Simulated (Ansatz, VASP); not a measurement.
**One calculation of Sc, two programs**

```
Sc
1.0
     0.00000    2.23201    2.23201
     2.23201    0.00000    2.23201
     2.23201    2.23201    0.00000
Sc
1
Direct
  0.00000 0.00000 0.00000
```

Change from the starting cell: volume scaled by 0.95.

Alike in both runs: task single point; functional PBE; k mesh 15 × 15 × 15; occupations fermi-dirac, width 0.03 eV; no spin polarisation.

|  | VASP | Ansatz |
| --- | --- | --- |
| version | VASP 6.6.1 | Ansatz 0.2.0 |
| potentials or method | VASP PAW PBE potentials, release 64 (Sc_sv), cutoff 520 eV | all-electron LAPW, scalar-relativistic |

|  | VASP | Ansatz | Ansatz less VASP |
| --- | --- | --- | --- |
| pressure (GPa) | 6.2 | 6.2 | -0.05 |

Ansatz ran all-electron here, and VASP with PAW potentials.
